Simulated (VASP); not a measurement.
Set up this calculation in VASP 6.6.1, as the native input.

- Task: single point
- Functional: PBE
- Potentials or basis: VASP PAW PBE potentials, release 64 (Sn_d, Se)
- Cutoff: 520 eV
- k mesh: 6 × 6 × 4
- Occupations: gaussian, width 0.01 eV
- Spin: no spin polarisation
- Dipole correction: no
- Further INCAR settings: ALGO = Normal; EDIFF = 1e-06; NBANDS = 20

The structure of SnSe2 lies in POSCAR:

```
SnSe2
1.0
    3.8110000000      0.0000000000      0.0000000000
   -1.9055000000      3.3004230000      0.0000000000
    0.0000000000      0.0000000000      6.1360000000
Sn Se
1 2
Direct
    0.0000000000      0.0000000000      0.0000000000
    0.3333333333      0.6666666667      0.2490000000
    0.6666666667      0.3333333333      0.7510000000
```

One way to write it, as run:

INCAR

```
SYSTEM = SnSe2
PREC = Accurate
ENCUT = 520
EDIFF = 1E-6
ISMEAR = 0
SIGMA = 0.01
LREAL = .FALSE.
LASPH = .TRUE.
NELM = 60
ALGO = Normal
ISIF = 2
LWAVE = .FALSE.
LCHARG = .FALSE.
GGA = PE
NBANDS = 20
```

KPOINTS

```
Automatic mesh
0
G
  6 6 4
  0 0 0
```

Potentials or basis: VASP PAW PBE potentials, release 64 (Sn_d, Se).

Run with:

```console
$ cat potpaw_PBE.64/Sn_d/POTCAR potpaw_PBE.64/Se/POTCAR > POTCAR
$ mpirun -np 1 vasp_std > vasp.out
```

It gave:

The pressure is 5.7 GPa, the largest force is 0.796 eV/Å and the band gap on the k mesh is 0.82 eV, indirect (least direct gap 1.09 eV).

Caveat: spin-orbit coupling is left out, which moves the levels of the heavy elements; this functional lacks dispersion, which binds the layers, so the pressure and a relaxed spacing across them are unreliable.

Run time: 15 s on 1 thread of AMD EPYC 9R45 96-Core Processor (Zen 5), with other jobs on the host, peak memory 0.17 GiB.
